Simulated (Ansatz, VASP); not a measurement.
Two plane-wave programs on SiGe2

```xyz
6
Lattice="2.9907 0.0000 0.0000 -1.4954 2.5900 0.0000 0.0000 0.0000 13.9437" Properties=species:S:1:pos:R:3 pbc="T T T"
Si    1.4954    0.8633    2.2542
Si    1.4954    0.8633   11.6895
Ge    0.0000    1.7267    0.0000
Ge    0.0000    1.7267    4.4747
Ge    0.0000    1.7267    9.4690
Ge    1.4954    0.8633    6.9718
```

Alike in both runs: functional PBE; k mesh 6 × 6 × 2; occupations gaussian, width 0.1 eV; no spin polarisation.

Ansatz relaxed the structure, and its values are those at the end. VASP's run is a single point on that final structure, the one shown.

|  | VASP | Ansatz |
| --- | --- | --- |
| version | VASP 6.6.1 | Ansatz 0.2.0 |
| potentials or method | VASP PAW PBE potentials, release 64 (Si, Ge_d), cutoff 520 eV | scalar-relativistic, plane waves, PAW |
| valence electrons in the cell | 64 | 64 |

```csv
,VASP,Ansatz,Ansatz less VASP
gap on the k mesh at the Fermi level (eV),none,none,-
pressure (GPa),0.0,0.0,-0.01
rms of the force components (eV/Å),0.009,0.009,+0.0001
```

A gap of «none» marks a metal or a gap that the smearing closes.

The k mesh is coarse, so the values compare programs but aren't converged.
